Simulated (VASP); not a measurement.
# HfSi3W (Pmmn) in VASP: single point with PBE

Aim: the single point of HfSi3W with PBE.

Everything below comes from runs of VASP 6.6.1. Logs are shortened: lines on timing, memory, paths and dates and some standing lists are left out, and cuts for length are marked.

## 1. The cell of the first run

It takes space group Pmmn (No. 59, orthorhombic). The conventional cell has a = 5.089 Å, b = 6.535 Å, c = 5.069 Å, α = 90.00°, β = 90.00°, γ = 90.00°. Hf (site symmetry mm2) has 8 Si at 2.65 to 3.45 Å and 4 W at 3.07 to 3.54 Å within 3.6 Å. Si (site symmetry m) has 4 Si at 2.31 to 2.78 Å and 3 W at 2.47 to 2.88 Å and 2 Hf at 2.69 to 2.88 Å within 3.1 Å. Si (site symmetry mm2) has 2 W at 2.46 to 2.61 Å and 2 Si at 2.50 Å and 2 Hf at 2.65 Å within 3.2 Å. Within 3.2 Å of W (site symmetry mm2) lie 8 Si at 2.46 to 2.88 Å and 2 Hf at 3.07 Å.

The cell was generated, and may not be a known phase.

## 2. Single point, PBE

INCAR

```
PREC = Accurate ; ENCUT = 500
EDIFF = 1E-6 ; ISMEAR = 0
SIGMA = 0.2 ; LREAL = False
LASPH = True ; NELM = 120
ALGO = Normal ; ISIF = 2
LWAVE = False ; LCHARG = False
GGA = PE ; NBANDS = 47
GGA_COMPAT = False
```

KPOINTS

```
regular mesh
0
Gamma
  4 3 3
```

POSCAR

```
HfSi3W
1.0
    5.0894984948      0.0000000000      0.0000000000
    0.0000000000      6.5353456351      0.0000000000
    0.0000000000      0.0000000000      5.0688347371
Hf Si W
2 6 2
Direct
    0.0000000000      0.5000000000      0.5357360784
    0.5000000000      0.0000000000      0.4642639216
    0.0000000000      0.6768037093      1.0560179599
    0.0000000000      0.3231962907      1.0560179599
    0.5000000000      0.1768037093     -0.0560179599
    0.5000000000      0.8231962907     -0.0560179599
    0.0000000000      0.0000000000      0.3194301494
    0.5000000000      0.5000000000      0.6805698506
    0.0000000000      0.0000000000      0.8039286399
    0.5000000000      0.5000000000      0.1960713601
```

Potentials or basis: VASP PAW PBE potentials, release 64 (Hf_pv, Si, W_sv).

Run with:

```sh
$ cat potpaw_PBE.64/Hf_pv/POTCAR potpaw_PBE.64/Si/POTCAR potpaw_PBE.64/W_sv/POTCAR > POTCAR
$ mpirun -np 1 vasp_std > vasp.out
```

OUTCAR:

```text
PREC = Accurate
   ENCUT = 500
   EDIFF = 1E-6
   ISMEAR = 0
   LREAL = False
   LASPH = True
   NELM = 120
   ISIF = 2
   GGA = PE

 ion  position               nearest neighbor table
   1  0.000  0.500  0.536-   8 2.65   8 2.65   3 2.69   4 2.69   3 2.88   4 2.88  10 3.07  10 3.07
                             7 3.45   7 3.45   9 3.54   9 3.54
   2  0.500  0.000  0.464-   7 2.65   7 2.65   5 2.69   6 2.69   6 2.88   5 2.88   9 3.07   9 3.07
                             8 3.45   8 3.45  10 3.54  10 3.54
   3  0.000  0.677  0.056-   4 2.31   9 2.47   7 2.50   1 2.69   6 2.78   6 2.78   1 2.88  10 2.88
                            10 2.88
   4  0.000  0.323  0.056-   3 2.31   9 2.47   7 2.50   1 2.69   5 2.78   5 2.78   1 2.88  10 2.88
                            10 2.88
   5  0.500  0.177  0.944-   6 2.31  10 2.47   8 2.50   2 2.69   4 2.78   4 2.78   2 2.88   9 2.88
                             9 2.88
   6  0.500  0.823  0.944-   5 2.31  10 2.47   8 2.50   2 2.69   3 2.78   3 2.78   2 2.88   9 2.88
                             9 2.88
   7  0.000  0.000  0.319-   9 2.46   4 2.50   3 2.50   9 2.61   2 2.65   2 2.65   1 3.45   1 3.45

   8  0.500  0.500  0.681-  10 2.46   6 2.50   5 2.50  10 2.61   1 2.65   1 2.65   2 3.45   2 3.45

   9  0.000  0.000  0.804-   7 2.46   4 2.47   3 2.47   7 2.61   6 2.88   5 2.88   5 2.88   6 2.88
                             2 3.07   2 3.07   1 3.54   1 3.54
  10  0.500  0.500  0.196-   8 2.46   6 2.47   5 2.47   8 2.61   3 2.88   4 2.88   3 2.88   4 2.88
                             1 3.07   1 3.07   2 3.54   2 3.54

  LATTYP: Found a simple orthorhombic cell.
 ALAT       =     5.0688347371
 B/A-ratio  =     1.0040766288
 C/A-ratio  =     1.2893191382

  Lattice vectors:

 A1 = (   0.0000000000,   0.0000000000,   5.0688347371)
 A2 = (   5.0894984948,   0.0000000000,   0.0000000000)
 A3 = (   0.0000000000,   6.5353456351,   0.0000000000)

Analysis of symmetry for initial positions (statically):
=====================================================================
 Subroutine PRICEL returns:
 Original cell was already a primitive cell.

 Routine SETGRP: Setting up the symmetry group for a
 simple orthorhombic supercell.

 Subroutine GETGRP returns: Found  8 space group operations
 (whereof  4 operations were pure point group operations)
 out of a pool of  8 trial point group operations.

The static configuration has the point symmetry C_2v.
 The point group associated with its full space group is D_2h.

Analysis of symmetry for dynamics (positions and initial velocities):
=====================================================================
 Subroutine PRICEL returns:
 Original cell was already a primitive cell.

 Routine SETGRP: Setting up the symmetry group for a
 simple orthorhombic supercell.

 Subroutine GETGRP returns: Found  8 space group operations
 (whereof  4 operations were pure point group operations)
 out of a pool of  8 trial point group operations.

The dynamic configuration has the point symmetry C_2v.
 The point group associated with its full space group is D_2h.

 Subroutine INISYM returns: Found  8 space group operations
 (whereof  4 operations are pure point group operations),
 and found     1 'primitive' translations

----------------------------------------------------------------------------------------

                                     Primitive cell

  volume of cell :     168.5977

  direct lattice vectors                    reciprocal lattice vectors
     5.089498495  0.000000000  0.000000000     0.196483013  0.000000000  0.000000000
     0.000000000  6.535345635  0.000000000     0.000000000  0.153014095  0.000000000
     0.000000000  0.000000000  5.068834737     0.000000000  0.000000000  0.197284002

  length of vectors
     5.089498495  6.535345635  5.068834737     0.196483013  0.153014095  0.197284002

  position of ions in fractional coordinates (direct lattice)
     0.000000000  0.500000000  0.535736078
     0.500000000  0.000000000  0.464263922
     0.000000000  0.676803709  0.056017960
     0.000000000  0.323196291  0.056017960
     0.500000000  0.176803709  0.943982040
     0.500000000  0.823196291  0.943982040
     0.000000000  0.000000000  0.319430149
     0.500000000  0.500000000  0.680569851
     0.000000000  0.000000000  0.803928640
     0.500000000  0.500000000  0.196071360

  ion indices of the primitive-cell ions
   primitive index   ion index
                 1           1
                 2           2
                 3           3
                 4           4
                 5           5
                 6           6
                 7           7
                 8           8
                 9           9
                10          10

----------------------------------------------------------------------------------------

 KPOINTS: regular mesh

Automatic generation of k-mesh.
 Grid dimensions read from file:
 generate k-points for:    4    3    3

 Generating k-lattice:

  Cartesian coordinates                     Fractional coordinates (reciprocal lattice)
     0.049120753  0.000000000  0.000000000     0.250000000  0.000000000  0.000000000
     0.000000000  0.051004698  0.000000000     0.000000000  0.333333333  0.000000000
     0.000000000  0.000000000  0.065761334     0.000000000  0.000000000  0.333333333

  Length of vectors
     0.049120753  0.051004698  0.065761334

  Shift w.r.t. Gamma in fractional coordinates (k-lattice)
     0.000000000  0.000000000  0.000000000

 Subroutine IBZKPT returns following result:
 ===========================================

 Found     12 irreducible k-points:

 Following reciprocal coordinates:
            Coordinates               Weight
  0.000000  0.000000  0.000000      1.000000
  0.250000  0.000000  0.000000      2.000000
  0.500000  0.000000  0.000000      1.000000
  0.000000  0.333333  0.000000      2.000000
  0.250000  0.333333  0.000000      4.000000
  0.500000  0.333333  0.000000      2.000000
  0.000000  0.000000  0.333333      2.000000
  0.250000  0.000000  0.333333      4.000000
  0.500000  0.000000  0.333333      2.000000
  0.000000  0.333333  0.333333      4.000000
  0.250000  0.333333  0.333333      8.000000
  0.500000  0.333333  0.333333      4.000000
   k-points           NKPTS =     12   k-points in BZ     NKDIM =     12   number of bands    NBANDS=     47
   number of dos      NEDOS =    301   number of ions     NIONS =     10
   total plane-waves  NPLWV =  76800
   dimension x,y,z NGX =    40 NGY =   48 NGZ =   40
   dimension x,y,z NGXF=    80 NGYF=   96 NGZF=   80
   ions per type =               2   6   2
   NGX,Y,Z   is equivalent  to a cutoff of  13.07, 12.21, 13.12 a.u.
   NGXF,Y,Z  is equivalent  to a cutoff of  26.13, 24.42, 26.24 a.u.
 SYSTEM =  unknown system
   PREC   = accura    normal or accurate (medium, high low for compatibility)
   ISTART =      0    job   : 0-new  1-cont  2-samecut
   ICHARG =      2    charge: 1-file 2-atom 10-const
   ISPIN  =      1    spin polarized calculation?
   LNONCOLLINEAR =      F non collinear calculations
   LSORBIT =      F    spin-orbit coupling
   LASPH  =      T    aspherical Exc in radial PAW
   ENCUT  =  500.0 eV  36.75 Ry    6.06 a.u.   9.28 11.92  9.24*2*pi/ulx,y,z
   NELM   =    120;   NELMIN=  2; NELMDL= -5     # of ELM steps
   EDIFF  = 0.1E-05   stopping-criterion for ELM
   LREAL  =      F    real-space projection
   EDIFFG = 0.1E-04   stopping-criterion for IOM
   NSW    =      0    number of steps for IOM
   IBRION =     -1    ionic relax: 0-MD 1-quasi-New 2-CG
   NFREE  =      0    steps in history (QN), initial steepest desc. (CG)
   ISIF   =      2    stress and relaxation
   ISYM   =      2    0-nonsym 1-usesym 2-fastsym
   POTIM  = 0.5000    time-step for ionic-motion
   TEBEG  =    0.0;   TEEND  =   0.0 temperature during run
   PSTRESS=    0.0 pullay stress
   NELECT =      72.0000    total number of electrons
   NUPDOWN=      -1.0000    fix difference up-down
   EMIN   =  10.00;   EMAX   =-10.00  energy-range for DOS
   EFERMI =   0.00;   METHOD = LEGACY
   ISMEAR =     0;   SIGMA  =   0.20  broadening in eV -4-tet -1-fermi 0-gaus
   EFERMI_NEDOS =   21; number of points for ismear=-14 and -15
   IALGO  =     38    algorithm
   IMIX   =      4    mixing-type and parameters
     AMIX     =   0.40;   BMIX     =  1.00
     AMIX_MAG =   1.60;   BMIX_MAG =  1.00
  volume/ion in A,a.u.               =      16.86       113.78
  Fermi-wavevector in a.u.,A,eV,Ry     =   1.232826  2.329703 20.678948  1.519860
  Thomas-Fermi vector in A             =   2.367581
   LORBIT       =      0    0 simple, 1 ext, 2 COOP (PROOUT), +10 PAW based schemes
   GGA     = PE    functional components
   LHFCALC =     F    Hartree Fock is set to
   AEXX    =    0.0000 exact exchange contribution
   IVDW    =     0    specifies the selected vdW correction
   LEPSILON=     F    determine dielectric tensor
   LRPA    =     F    only Hartree local field effects (RPA)
 non-spin polarized calculation
 Gauss-broadening in eV      SIGMA  =   0.20
  energy-cutoff  :      500.00
  volume of cell :      168.60
 maximum number of plane-waves:      4308
 NGX is ok and might be reduce to    40
   NGX = 19   NGY = 23   NGZ = 19

 number of electron      72.0000010 magnetization

 Free energy of the ion-electron system (eV)
  ---------------------------------------------------
  ext. energy  EPLUGINS =         0.00000000
  ---------------------------------------------------
  free energy    TOTEN  =       -78.04490148 eV

  energy without entropy =      -77.97258119  energy(sigma->0) =      -78.00874133

 E-fermi :   8.2237     XC(G=0): -11.4437

 val. band max:        8.1620334646   @ k =   0.5000   0.3333   0.0000
 cond. band min:       8.3497405398   @ k =   0.5000   0.0000   0.3333
 fundamental gap:      0.1877070752
 Fermi energy:         8.2236502680

 k-point     1 :       0.0000    0.0000    0.0000
  band No.  band energies     occupation
      1     -65.6055      2.00000
      2     -65.6054      2.00000
      3     -29.9333      2.00000
      4     -29.9319      2.00000
      5     -29.8517      2.00000
      6     -29.8496      2.00000
[... 39 lines left out ...]
     46      10.7181      0.00000
     47      11.1898      0.00000
[... 548 lines left out ...]
     46      11.2184      0.00000
     47      11.4420      0.00000

------------------------ aborting loop because EDIFF is reached ----------------------------------------

  FORCE on cell =-STRESS in cart. coord.  units (eV):
  Direction    XX          YY          ZZ          XY          YZ          ZX
  --------------------------------------------------------------------------------------
  -------------------------------------------------------------------------------------
  Total       -0.7487367      0.4846796     -0.4152781      0.0000000      0.0000000      0.0000000
  in kB       -7.1152149      4.6058911     -3.9463716      0.0000000      0.0000000      0.0000000
  external PRESSURE =      -2.1518985 kB  Pullay stress =       0.0000000 kB

 VOLUME and BASIS-vectors are now :
 -----------------------------------------------------------------------------
  energy-cutoff  :      500.00
  volume of cell :      168.60
      direct lattice vectors                 reciprocal lattice vectors
     5.089498495  0.000000000  0.000000000     0.196483013  0.000000000  0.000000000
     0.000000000  6.535345635  0.000000000     0.000000000  0.153014095  0.000000000
     0.000000000  0.000000000  5.068834737     0.000000000  0.000000000  0.197284002

 POSITION                                       TOTAL-FORCE (eV/Angst)
 -----------------------------------------------------------------------------------
      0.00000      3.26767      2.71556        -0.000000      0.000000      0.053757
      2.54475      0.00000      2.35328        -0.000000      0.000000     -0.053757
      0.00000      4.42315      0.28395         0.000000      0.006500      0.009940
      0.00000      2.11220      0.28395         0.000000     -0.006500      0.009940
      2.54475      1.15547      4.78489        -0.000000      0.006500     -0.009940
      2.54475      5.37987      4.78489        -0.000000     -0.006500     -0.009940
      0.00000      0.00000      1.61914        -0.000000      0.000000     -0.071341
      2.54475      3.26767      3.44970        -0.000000      0.000000      0.071341
      0.00000      0.00000      4.07498        -0.000000      0.000000     -0.044523
      2.54475      3.26767      0.99385        -0.000000      0.000000      0.044523
 -----------------------------------------------------------------------------------
    total drift:                               -0.000000      0.000000      0.000000

  FREE ENERGIE OF THE ION-ELECTRON SYSTEM (eV)
  ---------------------------------------------------
  free  energy   TOTEN  =       -78.0449014772 eV

  energy  without entropy=      -77.9725811868  energy(sigma->0) =      -78.00874133
```

It took 3 min on 1 thread of Intel Xeon 8259CL, shared host; peak memory 0.3 GiB.

What came out:

```
Free energy            : -78.0449 eV
Pressure               : -0.2 GPa
Largest force          : 0.071 eV/Å
Band gap on the k mesh : zero (bands 36 and 37 overlap by 0.89 eV)
```

Forces on the atoms (eV/Å):
```
Hf   0.000  0.000  0.054
Hf   0.000  0.000 -0.054
Si   0.000  0.006  0.010
Si   0.000 -0.006  0.010
Si   0.000  0.006 -0.010
Si   0.000 -0.006 -0.010
Si   0.000  0.000 -0.071
Si   0.000  0.000  0.071
W    0.000  0.000 -0.045
W    0.000  0.000  0.045
```

Stress tensor (GPa, compression positive):
```
-0.71  0.00  0.00
 0.00  0.46  0.00
 0.00  0.00 -0.39
```

Caveat: the k points lie up to 0.41 Å⁻¹ apart, too coarse for converged energies and pressures of a metal; spin-orbit coupling is left out, which moves the levels of the heavy elements.

The gap in the log of VASP goes by the Fermi energy; the results here count the filled bands.